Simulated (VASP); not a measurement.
**Cd: single point with PBEsol**

Cd:

```
Cd
1.0
     3.05628    0.00000    0.00000
    -1.52814    2.64681    0.00000
     0.00000    0.00000    5.76363
Cd
2
Direct
  0.33333 0.66667 0.25000
  0.66667 0.33333 0.75000
```

```
Program             : VASP 6.6.1
Task                : single point
Functional          : PBEsol
Potentials or basis : VASP PAW PBE potentials, release 64 (Cd)
Cutoff              : 520 eV
k mesh              : 11 × 11 × 5
Occupations         : fermi-dirac, width 0.3 eV
Spin                : no spin polarisation
```

- Pressure: -3.8 GPa
- Band gap on the k mesh: zero (band 12 reaches 3.79 eV, above the bottom of band 13 at -0.46 eV)

Stress tensor (GPa, compression positive):
```
-3.99  0.00  0.00
 0.00 -3.99  0.00
 0.00  0.00 -3.52
```

Levels at points of the mesh, in eV from the Fermi level:
```csv
k point,band 10,band 11,band 12,band 13,band 14,band 15
"(0.00, 0.00, 0.00)",-8.29,-8.29,-3.03,-2.68,10.13,14.06
```

It took 10 s on 1 thread of Intel(R) Xeon(R) 6975P-C (Granite Rapids), on a shared host, peak memory 0.18 GiB.

Caveat: the PAW data sets were made with another functional, which shifts forces and pressure a little.
